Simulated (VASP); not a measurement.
A run of VASP 6.6.1 is set up as follows.

INCAR

```
PREC = Accurate
ENCUT = 500
EDIFF = 1E-7
ISMEAR = 0
SIGMA = 0.02
LREAL = False
LASPH = True
NELM = 120
ALGO = Normal
ISIF = 3
LWAVE = False
LCHARG = False
GGA = PE
IVDW = 12
IBRION = 2
NSW = 100
EDIFFG = -0.002
GGA_COMPAT = False
NELMIN = 4
```

KPOINTS

```
regular mesh
0
Gamma
  8 8 8
```

POSCAR

```
AlP
1.0
    0.0000000000      2.7350000000      2.7350000000
    2.7350000000      0.0000000000      2.7350000000
    2.7350000000      2.7350000000      0.0000000000
Al P
1 1
Direct
    0.0000000000      0.0000000000      0.0000000000
    0.2500000000      0.2500000000      0.2500000000
```

Potentials or basis: VASP PAW PBE potentials, release 64 (Al, P).

Launch:

```sh
$ cat potpaw_PBE.64/Al/POTCAR potpaw_PBE.64/P/POTCAR > POTCAR
$ mpirun -np 1 vasp_std > vasp.out
```

Problem. Estimate the space group after relaxing (to 0.1 Å).

Solution. F-43m (No. 216).

Problem. Estimate the relaxed cell.

Solution. a = 3.854 Å, b = 3.854 Å, c = 3.854 Å, α = 60.00°, β = 60.00°, γ = 60.00°.

Problem. Predict the relaxed volume.

Solution. 20.24 Å³/atom.

The path:
| step | energy change (eV) | largest force (eV/Å) | pressure (GPa) | volume (Å³) |
| --- | --- | --- | --- | --- |
| 1 | 0.0000 | 0.0000 | -0.95 | 40.92 |
| 2 | -0.0008 | 0.0000 | 0.60 | 40.21 |
| 3 | -0.0013 | 0.0000 | 0.01 | 40.47 |
